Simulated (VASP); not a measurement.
TiSi2:

```xyz
3
Lattice="-1.4428 1.6772 4.1261 1.4428 -1.6772 4.1261 1.4428 1.6772 -4.1261" Properties=species:S:1:pos:R:3 pbc="T T T"
Ti    0.0000    0.0000    0.0000
Si    0.0000    0.0000    5.5296
Si    0.0000    0.0000    2.7226
```

Base run:

- Program: VASP 6.6.1
- Functional: PBEsol
- Potentials or basis: VASP PAW PBE potentials, release 64 (Ti_sv, Si)
- Cutoff: 520 eV
- k mesh: 12 × 12 × 12
- Occupations: fermi-dirac, width 0.05 eV
- Spin: no spin polarisation

Its results: band gap on the k mesh zero (band 10 reaches 12.12 eV, above the bottom of band 11 at 9.62 eV); pressure 5.9 GPa; largest force 0.026 eV/Å.

Task: The run is repeated on the same cell with these changes: functional from PBEsol to PBE. What comes out?

Result: Band gap on the k mesh zero (band 10 reaches 12.21 eV, above the bottom of band 11 at 9.71 eV); pressure 10.0 GPa; largest force 0.034 eV/Å.

PBE binds less tightly than PBEsol, so the same cell stands under more pressure.

Caveats: the PAW data sets were made with another functional, which shifts forces and pressure a little (some runs).
